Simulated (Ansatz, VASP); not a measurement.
# Ge in VASP and in Ansatz

```
CELL_PARAMETERS angstrom
0.00000 2.81478 2.81478
2.81478 0.00000 2.81478
2.81478 2.81478 0.00000
ATOMIC_POSITIONS crystal
Ge 0.50000 0.50000 0.50000
Ge 0.75000 0.75000 0.75000
```

Alike in both runs: task single point; functional LDA; k mesh 10 × 10 × 10; no spin polarisation.

|  | VASP | Ansatz |
| --- | --- | --- |
| version | VASP 6.6.1 | Ansatz 0.2.0 |
| potentials or method | VASP PAW LDA potentials, release 64 (Ge_d), cutoff 520 eV | plane waves (420 eV) with PAW, scalar-relativistic |
| occupations | methfessel-paxton of order 1, width 1 eV | cold, width 1 eV |
| valence electrons in the cell | 28 | 28 |

```csv
,VASP,Ansatz,Ansatz less VASP
pressure (GPa),-0.2,-0.8,-0.58
```

Ansatz warns that its potentials were made for another functional, while VASP's fit it. LDA's correlation is that of Perdew and Zunger in VASP and of Perdew and Wang (1992) in Ansatz.
